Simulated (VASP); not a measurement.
A run of VASP 6.6.1 is set up as follows.

INCAR

```
SYSTEM = AlN
ALGO     = Normal         ! electronic algorithm
EDIFF    = 1E-8           ! SCF threshold, eV
ENCUT    = 600            ! plane-wave cutoff, eV
GGA      = PE             ! functional
IBRION   = 6              ! ionic algorithm
ISIF     = 3              ! what is computed and relaxed
ISMEAR   = 0              ! smearing method
LASPH    = .True.         ! aspherical terms in the spheres
LCHARG   = .True.         ! write CHGCAR
LREAL    = .False.        ! projectors in reciprocal space
LWAVE    = .False.        ! write WAVECAR
NELM     = 100            ! most SCF steps
NFREE    = 2            
NSW      = 1              ! ionic steps
POTIM    = 0.015          ! step
PREC     = Accurate       ! precision mode
SIGMA    = 0.01           ! smearing width, eV
```

The input KPOINTS:

```
k-points
0
Gamma
  10 10 10
  0 0 0
```

Contents of POSCAR:

```
AlN
1.0
    0.0000000000      2.1330057111      2.1330057111
    2.1330057111      0.0000000000      2.1330057111
    2.1330057111      2.1330057111      0.0000000000
Al N
1 1
Direct
    0.0000000000      0.0000000000      0.0000000000
    0.7500000000      0.7500000000      0.7500000000
```

Potentials or basis: VASP PAW PBE potentials, release 64 (Al, N).

Launch:

```bash
$ cat potpaw_PBE.64/Al/POTCAR potpaw_PBE.64/N/POTCAR > POTCAR
$ mpirun -np 1 vasp_std > vasp.out
```

Predict the elastic constants C11, C12, C44.

333, 214, 196 GPa.

Predict the Voigt bulk modulus.

253 GPa.

Estimate the highest phonon frequency at Γ, LO-TO splitting left out.

728 cm⁻¹.

Clamped-ion elastic tensor (GPa):
```
333 214 214   0   0   0
214 333 214   0   0   0
214 214 333   0   0   0
  0   0   0 279   0   0
  0   0   0   0 279   0
  0   0   0   0   0 279
```

Caveat: the cell is under stress, which shifts elastic constants.
